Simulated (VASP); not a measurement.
Wanted: the native input for a VASP 6.6.1 run.

- Task: single point
- Functional: PBE
- Dispersion: D3(BJ)
- Potentials or basis: VASP PAW PBE potentials, release 64 (Sn_d, O)
- Cutoff: 520 eV
- k mesh: 9 × 9 × 2
- Occupations: gaussian, width 0.05 eV
- Spin: no spin polarisation
- Dipole correction: no
- Further INCAR settings: ALGO = Normal; EDIFF = 1e-06; NBANDS = 49

The structure of SnO2 lies in POSCAR:

```
SnO2
1.0
   -3.2372529198      0.0000000000      0.0000000000
   -1.6186264599     -2.8035432670      0.0000000000
    0.0000000000     -0.0000000001     13.2254773976
Sn O
3 6
Direct
    0.6666666667      0.6666666667      0.4867517379
    1.0000000000      0.0000000000      0.1622397622
    0.3333333333      0.3333333333      0.8112637135
    0.6666666667      0.6666666667      0.2371371442
    1.0000000000      0.0000000000      0.8861610955
    0.3333333333      0.3333333333      0.5616491199
    0.6666666667      0.6666666667      0.7363663315
    1.0000000000      0.0000000000      0.4118543559
    0.3333333333      0.3333333333      0.0873423802
```

One way to write it, as run:

INCAR

```
PREC = Accurate
ENCUT = 520
EDIFF = 1E-6
ISMEAR = 0
SIGMA = 0.05
LREAL = F
LASPH = T
NELM = 60
ALGO = Normal
ISIF = 2
LWAVE = F
LCHARG = F
GGA = PE
IVDW = 12
NBANDS = 49
```

KPOINTS

```
regular mesh
0
Gamma
  9 9 2
```

Potentials or basis: VASP PAW PBE potentials, release 64 (Sn_d, O).

Run with:

```sh
$ cat potpaw_PBE.64/Sn_d/POTCAR potpaw_PBE.64/O/POTCAR > POTCAR
$ mpirun -np 1 vasp_std > vasp.out
```

Results of the run:

| Quantity | Value |
| --- | --- |
| Pressure | 0.3 GPa |
| Largest force | 0.211 eV/Å |
| Band gap on the k mesh | 1.67 eV (least direct gap 1.69 eV) |
| Dispersion energy per atom | -0.195 eV |

Caveat: spin-orbit coupling is left out, which moves the levels of the heavy elements; an odd mesh through Γ misses points on the zone boundary, where band edges can lie.

Wall time 75 s on 1 thread of Intel(R) Xeon(R) 6975P-C (Granite Rapids) (shared host), peak memory 0.28 GiB.
